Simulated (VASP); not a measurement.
K3SbI, 5 atoms in the cell. The structure is tetragonal, space group P4/mmm (No. 123). The conventional cell has a = 6.491 Å, b = 6.491 Å, c = 6.424 Å, α = 90.00°, β = 90.00°, γ = 90.00°. K (site symmetry mmm) has 2 I at 3.25 Å within 4.3 Å. Within 4.2 Å of Sb (site symmetry 4/mmm) lie 2 I at 3.21 Å. I (site symmetry 4/mmm) has 2 Sb at 3.21 Å and 4 K at 3.25 Å within 4.2 Å. 

| Item | Value |
| --- | --- |
| Program | VASP 6.6.1 |
| Task | single point |
| Functional | PBE |
| Potentials or basis | VASP PAW PBE potentials, release 64 (K_sv, Sb, I) |
| Cutoff | 520 eV |
| k mesh | 4 × 4 × 4 |
| Occupations | gaussian, width 0.1 eV |
| Spin | no spin polarisation |
| Dipole correction | no |
| Further INCAR settings | ALGO = Normal; EDIFF = 1e-07; NBANDS = 28 |

Potentials or basis: VASP PAW PBE potentials, release 64 (K_sv, Sb, I).

The run is started by

```sh
$ cat potpaw_PBE.64/K_sv/POTCAR potpaw_PBE.64/Sb/POTCAR potpaw_PBE.64/I/POTCAR > POTCAR
$ mpirun -np 1 vasp_std > vasp.out
```

Hardware: 1 thread of Intel(R) Xeon(R) 6975P-C (Granite Rapids) (shared host).

Question: Estimate the wall time of this run.

Answer: Run time: 66 s on 1 thread of Intel(R) Xeon(R) 6975P-C (Granite Rapids), with other jobs on the host, peak memory 0.39 GiB. Counts: scf iterations 17, k points 18.
